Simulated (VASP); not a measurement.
Wanted: the native input for a VASP 6.6.1 run.

| Item | Value |
| --- | --- |
| Task | single point |
| Functional | PBE |
| Potentials or basis | VASP PAW PBE potentials, release 64 (Li_sv, H) |
| Cutoff | 520 eV |
| k mesh | 10 × 10 × 10 |
| Occupations | fermi-dirac, width 0.02 eV |
| Spin | no spin polarisation |
| Dipole correction | no |
| Further INCAR settings | ALGO = Normal; EDIFF = 1e-06; NBANDS = 9 |

The structure of LiH lies in POSCAR:

```
LiH
1.0
    0.0000000000      2.2309268903      2.2309268903
    2.2309268903      0.0000000000      2.2309268903
    2.2309268903      2.2309268903      0.0000000000
Li H
1 1
Direct
    0.0000000000      0.0000000000      0.0000000000
    0.2500000000      0.2500000000      0.2500000000
```

This cell differs from its parent crystal: strain +4.0%.

These files were run (other wordings do the same):

INCAR

```
ALGO     = Normal         # electronic algorithm
EDIFF    = 1E-6           # SCF threshold, eV
ENCUT    = 520            # plane-wave cutoff, eV
GGA      = PE             # functional
ISIF     = 2              # what is computed and relaxed
ISMEAR   = -1             # smearing method
LASPH    = True           # aspherical terms in the spheres
LCHARG   = False          # write CHGCAR
LREAL    = False          # projectors in reciprocal space
LWAVE    = False          # write WAVECAR
NBANDS   = 9              # bands
NELM     = 100            # most SCF steps
PREC     = Accurate       # precision mode
SIGMA    = 0.02           # smearing width, eV
```

KPOINTS

```
k-points
0
Gamma
  10 10 10
```

Potentials or basis: VASP PAW PBE potentials, release 64 (Li_sv, H).

Run with:

```sh
$ cat potpaw_PBE.64/Li_sv/POTCAR potpaw_PBE.64/H/POTCAR > POTCAR
$ mpirun -np 1 vasp_std > vasp.out
```

It gave:

The band gap on the k mesh is 4.07 eV (least direct gap 5.00 eV).

Caveat: the cell differs from its parent crystal (strain +4.0%).

Run time: 17 s on 1 thread of Intel Xeon 8259CL, with other jobs on the host, peak memory 0.13 GiB.
